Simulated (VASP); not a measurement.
# Os (I4/mmm) in VASP: further runs

Os is run at these levels: r2SCAN; tasks: single point.

All numbers are computed with VASP 6.6.1; they aren't measurements. Logs are shortened: lines on timing, memory, paths and dates and some standing lists are left out, and cuts for length are marked.

## (1) The cell of the first run

It takes space group I4/mmm (No. 139, tetragonal). The conventional cell has a = 2.751 Å, b = 2.751 Å, c = 4.279 Å, α = 90.00°, β = 90.00°, γ = 90.00°. Os (site symmetry 4/mmm) has 12 Os at 2.75 to 2.89 Å within 3.6 Å.

## (2) Single point, r2SCAN (strain +0.1000 x Voigt [1, 0, 0, 0, 0, 0])

Contents of POSCAR:

```
Os
1.0
    0.0000000000      1.9450000000      1.9450000000
    2.1395000000      0.0000000000      1.9450000000
    2.1395000000      1.9450000000      0.0000000000
Os
1
Direct
    0.0000000000      0.0000000000      0.0000000000
```

Contents of INCAR.step1:

```
PREC = Accurate ; ENCUT = 520
ISMEAR = 0 ; SIGMA = 0.15
LREAL = F ; LASPH = T
NELM = 60 ; NBANDS = 10
GGA = PE ; ALGO = Normal
EDIFF = 1E-4 ; LWAVE = T
LCHARG = F
```

Contents of INCAR.step2:

```
PREC = Accurate ; ENCUT = 520
EDIFF = 1E-6 ; ISMEAR = 0
SIGMA = 0.15 ; LREAL = F
LASPH = T ; NELM = 60
ALGO = Normal ; ISIF = 2
LWAVE = F ; LCHARG = T
METAGGA = R2SCAN ; LMIXTAU = T
LELF = T ; LVHAR = T
NBANDS = 10 ; ISTART = 1
```

Contents of KPOINTS:

```
Automatic mesh
0
Gamma
  20 20 20
```

Potentials or basis: VASP PAW PBE potentials, release 64 (Os).

Command:

```sh
$ cat potpaw_PBE.64/Os/POTCAR > POTCAR
$ cp INCAR.step1 INCAR
$ mpirun -np 1 vasp_std > vasp.out
$ cp INCAR.step2 INCAR
$ mpirun -np 1 vasp_std > vasp.out
```

OUTCAR:

```text
PREC = Accurate
   ENCUT = 520
   EDIFF = 1E-6
   ISMEAR = 0
   LREAL = F
   LASPH = T
   NELM = 60
   ISIF = 2
   METAGGA = R2SCAN
   ISTART = 1

 ion  position               nearest neighbor table
   1  0.000  0.000  0.000-

  LATTYP: Found a body centered tetragonal cell.
 ALAT       =     2.7506453788
 C/A-ratio  =     1.5556349186

  Lattice vectors:

 A1 = (   2.1395000000,   0.0000000000,   1.9450000000)
 A2 = (   2.1395000000,   0.0000000000,  -1.9450000000)
 A3 = (  -2.1395000000,   1.9450000000,   0.0000000000)

Analysis of symmetry for initial positions (statically):
=====================================================================
 Subroutine PRICEL returns:
 Original cell was already a primitive cell.

 Routine SETGRP: Setting up the symmetry group for a
 body centered tetragonal supercell.

 Subroutine GETGRP returns: Found 16 space group operations
 (whereof 16 operations were pure point group operations)
 out of a pool of 16 trial point group operations.

The static configuration has the point symmetry D_4h.

Analysis of symmetry for dynamics (positions and initial velocities):
=====================================================================
 Subroutine PRICEL returns:
 Original cell was already a primitive cell.

 Routine SETGRP: Setting up the symmetry group for a
 body centered tetragonal supercell.

 Subroutine GETGRP returns: Found 16 space group operations
 (whereof 16 operations were pure point group operations)
 out of a pool of 16 trial point group operations.

The dynamic configuration has the point symmetry D_4h.

 Subroutine INISYM returns: Found 16 space group operations
 (whereof 16 operations are pure point group operations),
 and found     1 'primitive' translations

----------------------------------------------------------------------------------------

                                     Primitive cell

  volume of cell :      16.1876

  direct lattice vectors                    reciprocal lattice vectors
     0.000000000  1.945000000  1.945000000    -0.233699462  0.257069409  0.257069409
     2.139500000  0.000000000  1.945000000     0.233699462 -0.257069409  0.257069409
     2.139500000  1.945000000  0.000000000     0.233699462  0.257069409 -0.257069409

  length of vectors
     2.750645379  2.891450371  2.891450371     0.432186072  0.432186072  0.432186072

  position of ions in fractional coordinates (direct lattice)
     0.000000000  0.000000000  0.000000000

  ion indices of the primitive-cell ions
   primitive index   ion index
                 1           1

----------------------------------------------------------------------------------------

 KPOINTS: Automatic mesh

Automatic generation of k-mesh.
 Grid dimensions read from file:
 generate k-points for:   20   20   20

 Generating k-lattice:

  Cartesian coordinates                     Fractional coordinates (reciprocal lattice)
    -0.011684973  0.012853470  0.012853470     0.050000000 -0.000000000 -0.000000000
     0.011684973 -0.012853470  0.012853470     0.000000000  0.050000000  0.000000000
     0.011684973  0.012853470 -0.012853470     0.000000000  0.000000000  0.050000000

  Length of vectors
     0.021609304  0.021609304  0.021609304

  Shift w.r.t. Gamma in fractional coordinates (k-lattice)
     0.000000000  0.000000000  0.000000000

 Subroutine IBZKPT returns following result:
 ===========================================

 Found    641 irreducible k-points:

 Following reciprocal coordinates:
            Coordinates               Weight
  0.000000  0.000000  0.000000      1.000000
  0.050000  0.000000  0.000000      8.000000
  0.100000 -0.000000 -0.000000      8.000000
  0.150000  0.000000  0.000000      8.000000
  0.200000 -0.000000 -0.000000      8.000000
  0.250000  0.000000  0.000000      8.000000
[... 16 lines left out ...]
 -0.400000  0.050000  0.000000     16.000000
 -0.350000  0.050000  0.000000     16.000000
 [... further k-points ...]
   k-points           NKPTS =    641   k-points in BZ     NKDIM =    641   number of bands    NBANDS=     10
   number of dos      NEDOS =    301   number of ions     NIONS =      1
   total plane-waves  NPLWV =  11520
   dimension x,y,z NGX =    20 NGY =   24 NGZ =   24
   dimension x,y,z NGXF=    40 NGYF=   48 NGZF=   48
   ions per type =               1
   NGX,Y,Z   is equivalent  to a cutoff of  12.09, 13.80, 13.80 a.u.
   NGXF,Y,Z  is equivalent  to a cutoff of  24.18, 27.60, 27.60 a.u.
 SYSTEM =  unknown system
   PREC   = accura    normal or accurate (medium, high low for compatibility)
   ISTART =      1    job   : 0-new  1-cont  2-samecut
   ICHARG =      0    charge: 1-file 2-atom 10-const
   ISPIN  =      1    spin polarized calculation?
   LNONCOLLINEAR =      F non collinear calculations
   LSORBIT =      F    spin-orbit coupling
   LASPH  =      T    aspherical Exc in radial PAW
   ENCUT  =  520.0 eV  38.22 Ry    6.18 a.u.   5.11  5.38  5.38*2*pi/ulx,y,z
   NELM   =     60;   NELMIN=  2; NELMDL=  0     # of ELM steps
   EDIFF  = 0.1E-05   stopping-criterion for ELM
   LREAL  =      F    real-space projection
   EDIFFG = 0.1E-04   stopping-criterion for IOM
   NSW    =      0    number of steps for IOM
   IBRION =     -1    ionic relax: 0-MD 1-quasi-New 2-CG
   NFREE  =      0    steps in history (QN), initial steepest desc. (CG)
   ISIF   =      2    stress and relaxation
   ISYM   =      2    0-nonsym 1-usesym 2-fastsym
   POTIM  = 0.5000    time-step for ionic-motion
   TEBEG  =    0.0;   TEEND  =   0.0 temperature during run
   PSTRESS=    0.0 pullay stress
   NELECT =       8.0000    total number of electrons
   NUPDOWN=      -1.0000    fix difference up-down
   EMIN   =  10.00;   EMAX   =-10.00  energy-range for DOS
   EFERMI =   0.00;   METHOD = LEGACY
   ISMEAR =     0;   SIGMA  =   0.15  broadening in eV -4-tet -1-fermi 0-gaus
   EFERMI_NEDOS =   21; number of points for ismear=-14 and -15
   IALGO  =     38    algorithm
   IMIX   =      4    mixing-type and parameters
     AMIX     =   0.40;   BMIX     =  1.00
     AMIX_MAG =   1.60;   BMIX_MAG =  1.00
  volume/ion in A,a.u.               =      16.19       109.24
  Fermi-wavevector in a.u.,A,eV,Ry     =   1.294328  2.445925 22.793634  1.675285
  Thomas-Fermi vector in A             =   2.425918
   LORBIT       =      0    0 simple, 1 ext, 2 COOP (PROOUT), +10 PAW based schemes
   METAGGA = R2SCAN    functional components
   LHFCALC =     F    Hartree Fock is set to
   AEXX    =    0.0000 exact exchange contribution
   IVDW    =     0    specifies the selected vdW correction
   LEPSILON=     F    determine dielectric tensor
   LRPA    =     F    only Hartree local field effects (RPA)
 non-spin polarized calculation
 Gauss-broadening in eV      SIGMA  =   0.15
  energy-cutoff  :      520.00
  volume of cell :       16.19
 maximum number of plane-waves:       453
   NGX = 11   NGY = 11   NGZ = 11

 number of electron       8.0000000 magnetization

 Free energy of the ion-electron system (eV)
  ---------------------------------------------------
  ext. energy  EPLUGINS =         0.00000000
  ---------------------------------------------------
  free energy    TOTEN  =       -52.46757912 eV

  energy without entropy =      -52.45667836  energy(sigma->0) =      -52.46212874

 E-fermi :   7.1043     XC(G=0): -14.4316

 val. band max:        7.1014609431   @ k =  -0.1500   0.1500   0.1500
 cond. band min:       7.1143312508   @ k =   0.3500   0.3000   0.0500
 fundamental gap:      0.0128703077
 Fermi energy:         7.1042558693

 k-point     1 :       0.0000    0.0000    0.0000
  band No.  band energies     occupation
      1      -2.9135      2.00000
      2       3.7554      2.00000
      3       5.0582      2.00000
      4       5.0582      2.00000
      5       6.1872      2.00000
      6       7.8262      0.00000
      7      22.2070      0.00000
      8      25.6463      0.00000
      9      28.2624      0.00000
     10      28.2624      0.00000

 k-point     2 :       0.0500    0.0000    0.0000
  band No.  band energies     occupation
      1      -2.8078      2.00000
      2       3.7825      2.00000
      3       5.0121      2.00000
      4       5.1036      2.00000
      5       6.1776      2.00000
      6       7.7786      0.00000
      7      22.3899      0.00000
      8      25.6612      0.00000
      9      27.7683      0.00000
     10      28.4439      0.00000

 k-point     3 :       0.1000   -0.0000   -0.0000
  band No.  band energies     occupation
      1      -2.4983      2.00000
      2       3.8417      2.00000
      3       4.8899      2.00000
      4       5.2300      2.00000
      5       6.1796      2.00000
      6       7.6528      0.00000
      7      22.8962      0.00000
      8      25.2974      0.00000
      9      27.3265      0.00000
     10      28.9713      0.00000

 k-point     4 :       0.1500    0.0000    0.0000
  band No.  band energies     occupation
      1      -2.0106      2.00000
      2       3.8798      2.00000
      3       4.7319      2.00000
      4       5.4039      2.00000
      5       6.2731      2.00000
      6       7.5010      0.00018
      7      23.5679      0.00000
      8      24.2177      0.00000
      9      27.7979      0.00000
     10      29.7915      0.00000

 k-point     5 :       0.2000   -0.0000   -0.0000
  band No.  band energies     occupation
      1      -1.3964      2.00000
      2       3.8806      2.00000
      3       4.5682      2.00000
      4       5.5553      2.00000
      5       6.5390      2.00000
      6       7.4132      0.00358
      7      22.8198      0.00000
      8      24.2028      0.00000
      9      28.7424      0.00000
     10      30.7869      0.00000

 k-point     6 :       0.2500    0.0000    0.0000
  band No.  band energies     occupation
      1      -0.7476      2.00000
      2       3.9429      2.00000
      3       4.3994      2.00000
      4       5.5948      2.00000
      5       6.9917      1.71160
      6       7.4918      0.00026
      7      21.3931      0.00000
      8      24.1742      0.00000
      9      29.7929      0.00000
     10      30.9454      0.00000
[... 183 lines left out ...]
 k-point    21 :       0.5000    0.0500    0.0000
  band No.  band energies     occupation
      1       0.4305      2.00000
      2       3.9017      2.00000
      3       4.9722      2.00000
      4       6.5896      2.00000
      5       9.0258      0.00000
      6       9.4723      0.00000
      7      14.8611      0.00000
      8      21.5927      0.00000
      9      26.2902      0.00000
     10      27.7306      0.00000

 k-point    22 :      -0.4500    0.0500   -0.0000
  band No.  band energies     occupation
      1       0.4270      2.00000
      2       3.8972      2.00000
      3       4.9980      2.00000
      4       6.5074      2.00000
      5       8.9389      0.00000
      6       9.3776      0.00000
      7      15.0783      0.00000
      8      21.6417      0.00000
      9      26.4896      0.00000
     10      27.7375      0.00000

 k-point    23 :      -0.4000    0.0500    0.0000
  band No.  band energies     occupation
      1       0.3999      2.00000
      2       3.9492      2.00000
      3       5.0882      2.00000
      4       5.8658      2.00000
      5       8.5898      0.00000
      6       9.0716      0.00000
      7      16.1795      0.00000
      8      21.9547      0.00000
      9      27.1018      0.00000
     10      28.3030      0.00000

 k-point    24 :      -0.3500    0.0500    0.0000
  band No.  band energies     occupation
      1       0.2934      2.00000
      2       4.0568      2.00000
      3       4.9760      2.00000
      4       5.2759      2.00000
      5       8.0710      0.00000
      6       8.6722      0.00000
      7      17.7406      0.00000
      8      22.5243      0.00000
      9      27.9264      0.00000
     10      29.4340      0.00000

 [... further k-points ...]

------------------------ aborting loop because EDIFF is reached ----------------------------------------

  FORCE on cell =-STRESS in cart. coord.  units (eV):
  Direction    XX          YY          ZZ          XY          YZ          ZX
  --------------------------------------------------------------------------------------
  -------------------------------------------------------------------------------------
  Total       -5.7692521     -3.2338745     -3.2338745     -0.0000000      0.0000000     -0.0000000
  in kB     -571.0164267   -320.0753676   -320.0753676     -0.0000000      0.0000000     -0.0000000
  external PRESSURE =    -403.7223873 kB  Pullay stress =       0.0000000 kB

 VOLUME and BASIS-vectors are now :
 -----------------------------------------------------------------------------
  energy-cutoff  :      520.00
  volume of cell :       16.19
      direct lattice vectors                 reciprocal lattice vectors
     0.000000000  1.945000000  1.945000000    -0.233699462  0.257069409  0.257069409
     2.139500000  0.000000000  1.945000000     0.233699462 -0.257069409  0.257069409
     2.139500000  1.945000000  0.000000000     0.233699462  0.257069409 -0.257069409

 POSITION                                       TOTAL-FORCE (eV/Angst)
 -----------------------------------------------------------------------------------
      0.00000      0.00000      0.00000         0.000000      0.000000      0.000000
 -----------------------------------------------------------------------------------
    total drift:                               -0.000000      0.000000     -0.000000

  FREE ENERGIE OF THE ION-ELECTRON SYSTEM (eV)
  ---------------------------------------------------
  free  energy   TOTEN  =       -52.4675791193 eV

  energy  without entropy=      -52.4566783567  energy(sigma->0) =      -52.46212874
```

Run time: 4.8 min. Hardware: 1 thread of Intel Xeon Platinum 8259CL at 2.50GHz (Skylake/Cascade Lake), shared host; peak memory 0.23 GiB.

Results:

```yaml
Free_energy: -52.4676 eV
Pressure: -40.4 GPa
Band_gap_on_the_k_mesh: zero (bands 4 and 5 overlap by 3.41 eV)
```

Stress tensor (GPa, compression positive):
```
-57.10   0.00   0.00
  0.00 -32.01   0.00
  0.00   0.00 -32.01
```

Caveat: the cell differs from its parent crystal (strain +0.1000 x Voigt [1, 0, 0, 0, 0, 0]); the stress differs along the axes, from -57 to -32 GPa; the PAW data sets were made with another functional, which shifts forces and pressure a little; spin-orbit coupling is left out, which moves the levels of the heavy elements.

## (3) Single point, r2SCAN (strain -0.1000 x Voigt [1, 0, 0, 0, 0, 0])

Contents of POSCAR:

```
Os
1.0
    0.0000000000      1.9450000000      1.9450000000
    1.7505000000      0.0000000000      1.9450000000
    1.7505000000      1.9450000000      0.0000000000
Os
1
Direct
    0.0000000000      0.0000000000      0.0000000000
```

Contents of INCAR.step1:

```
ALGO = Normal ; EDIFF = 1E-4
ENCUT = 520 ; GGA = PE
ISMEAR = 0 ; LASPH = T
LCHARG = F ; LREAL = F
LWAVE = T ; NBANDS = 10
NELM = 100 ; PREC = Accurate
SIGMA = 0.15
```

Contents of INCAR.step2:

```
ALGO = Normal ; EDIFF = 1E-6
ENCUT = 520 ; ISIF = 2
ISMEAR = 0 ; ISTART = 1
LASPH = T ; LCHARG = F
LMIXTAU = T ; LREAL = F
LWAVE = F ; METAGGA = R2SCAN
NBANDS = 10 ; NELM = 100
PREC = Accurate ; SIGMA = 0.15
```

Contents of KPOINTS:

```
k-points
0
Gamma
  20 20 20
```

Potentials or basis: VASP PAW PBE potentials, release 64 (Os).

Command:

```sh
$ cat potpaw_PBE.64/Os/POTCAR > POTCAR
$ cp INCAR.step1 INCAR
$ mpirun -np 1 vasp_std > vasp.out
$ cp INCAR.step2 INCAR
$ mpirun -np 1 vasp_std > vasp.out
```

OUTCAR:

```text
EDIFF = 1E-6
   ENCUT = 520
   ISIF = 2
   ISMEAR = 0
   ISTART = 1
   LASPH = T
   LREAL = F
   METAGGA = R2SCAN
   NELM = 100
   PREC = Accurate

 ion  position               nearest neighbor table
   1  0.000  0.000  0.000-

  LATTYP: Found a body centered tetragonal cell.
 ALAT       =     2.7506453788
 C/A-ratio  =     1.2727922061

  Lattice vectors:

 A1 = (  -1.7505000000,   0.0000000000,  -1.9450000000)
 A2 = (  -1.7505000000,   0.0000000000,   1.9450000000)
 A3 = (   1.7505000000,   1.9450000000,   0.0000000000)
[... 491 lines left out ...]

 [... further k-points ...]

------------------------ aborting loop because EDIFF is reached ----------------------------------------

  FORCE on cell =-STRESS in cart. coord.  units (eV):
  Direction    XX          YY          ZZ          XY          YZ          ZX
  --------------------------------------------------------------------------------------
  -------------------------------------------------------------------------------------
  Total        5.3182566      1.5118471      1.5118471      0.0000000      0.0000000     -0.0000000
  in kB      643.3518377    182.8888146    182.8888146      0.0000000      0.0000000     -0.0000000
  external PRESSURE =     336.3764890 kB  Pullay stress =       0.0000000 kB

 VOLUME and BASIS-vectors are now :
 -----------------------------------------------------------------------------
  energy-cutoff  :      520.00
  volume of cell :       13.24
      direct lattice vectors                 reciprocal lattice vectors
     0.000000000  1.945000000  1.945000000    -0.285632676  0.257069409  0.257069409
     1.750500000  0.000000000  1.945000000     0.285632676 -0.257069409  0.257069409
     1.750500000  1.945000000  0.000000000     0.285632676  0.257069409 -0.257069409

 POSITION                                       TOTAL-FORCE (eV/Angst)
 -----------------------------------------------------------------------------------
      0.00000      0.00000      0.00000         0.000000     -0.000000      0.000000
 -----------------------------------------------------------------------------------
    total drift:                               -0.000000     -0.000000     -0.000000

  FREE ENERGIE OF THE ION-ELECTRON SYSTEM (eV)
  ---------------------------------------------------
  free  energy   TOTEN  =       -52.6437326378 eV

  energy  without entropy=      -52.6354920914  energy(sigma->0) =      -52.63961236
```

It took 2.8 min on 1 thread of Oxide Virtual Turin-like, shared host; peak memory 0.17 GiB.

What came out:

```
Free energy            : -52.6437 eV
Pressure               : 33.6 GPa
Band gap on the k mesh : zero (bands 4 and 5 overlap by 5.61 eV)
```

Levels at points of the mesh, in eV from the Fermi level:
| k point | band 1 | band 2 | band 3 | band 4 | band 5 | band 6 | band 7 | band 8 | band 9 |
| --- | --- | --- | --- | --- | --- | --- | --- | --- | --- |
| (0.00, 0.00, 0.00) | -11.88 | -3.86 | -3.86 | -2.27 | -1.15 | 0.88 | 15.06 | 19.97 | 19.97 |
| (0.50, 0.00, 0.00) | -8.64 | -4.52 | -2.63 | -0.27 | 2.18 | 3.28 | 10.35 | 14.27 | 21.27 |
| (0.50, 0.50, 0.00) | -8.64 | -7.65 | 1.73 | 2.46 | 2.71 | 4.16 | 12.98 | 13.09 | 15.00 |
| (0.00, 0.50, 0.50) | -8.56 | -7.98 | 2.66 | 3.55 | 3.55 | 4.33 | 11.94 | 11.94 | 16.03 |

Caveat: the cell differs from its parent crystal (strain -0.1000 x Voigt [1, 0, 0, 0, 0, 0]); the stress differs along the axes, from 18 to 64 GPa; the PAW data sets were made with another functional, which shifts forces and pressure a little; spin-orbit coupling is left out, which moves the levels of the heavy elements.

(Part 1 of 2 ends here.)
